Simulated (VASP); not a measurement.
Set up this calculation in VASP 6.6.1, as the native input.

```yaml
Task: single point
Functional: PBE
Potentials_or_basis: VASP PAW PBE potentials, release 64 (Hf_pv, C)
Cutoff: 520 eV
k_mesh: 18 × 18 × 18
Occupations: gaussian, width 0.15 eV
Spin: no spin polarisation
Dipole_correction: no
Further_INCAR_settings: ALGO = Normal; EDIFF = 1e-06; NBANDS = 14
```

The structure of HfC lies in POSCAR:

```
HfC
1.0
    0.0000000000      2.3250000000      2.3250000000
    2.3250000000      0.0000000000      2.3250000000
    2.3250000000      2.3250000000      0.0000000000
Hf C
1 1
Direct
    0.5000000000      0.5000000000      0.5000000000
   -0.0483870968     -0.0483870968      0.0483870968
```

This cell differs from its parent crystal: atom 2 (C) moved by (+0.000, -0.225) A along [1 1 0] and z.

These files were run (other wordings do the same):

INCAR

```
PREC     = Accurate       # precision mode
ENCUT    = 520            # plane-wave cutoff, eV
EDIFF    = 1E-6           # SCF threshold, eV
ISMEAR   = 0              # smearing method
SIGMA    = 0.15           # smearing width, eV
LREAL    = F              # projectors in reciprocal space
LASPH    = T              # aspherical terms in the spheres
NELM     = 100            # most SCF steps
ALGO     = Normal         # electronic algorithm
ISIF     = 2              # what is computed and relaxed
LWAVE    = F              # write WAVECAR
LCHARG   = T              # write CHGCAR
GGA      = PE             # functional
LELF     = T              # ELF
LVHAR    = T            
NBANDS   = 14             # bands
```

KPOINTS

```
Automatic mesh
0
Gamma
  18 18 18
```

Potentials or basis: VASP PAW PBE potentials, release 64 (Hf_pv, C).

Command:

```console
$ cat potpaw_PBE.64/Hf_pv/POTCAR potpaw_PBE.64/C/POTCAR > POTCAR
$ mpirun -np 1 vasp_std > vasp.out
```

Results of the run:

```json
{"Pressure": "4.4 GPa", "Largest force": "2.046 eV/Å", "Band gap on the k mesh": "zero (band 7 reaches 6.42 eV, above the bottom of band 8 at 5.39 eV)"}
```

Caveat: the cell differs from its parent crystal (atom 2 (C) moved by (+0.000, -0.225) A along [1 1 0] and z); spin-orbit coupling is left out, which moves the levels of the heavy elements; forces of over 1 eV/Å act on the atoms, so gaps and moduli don't describe the material at rest.

It took 69 s on 1 thread of Intel(R) Xeon(R) Platinum 8259CL CPU @ 2.50GHz (Skylake/Cascade Lake) (shared host), peak memory 0.29 GiB.
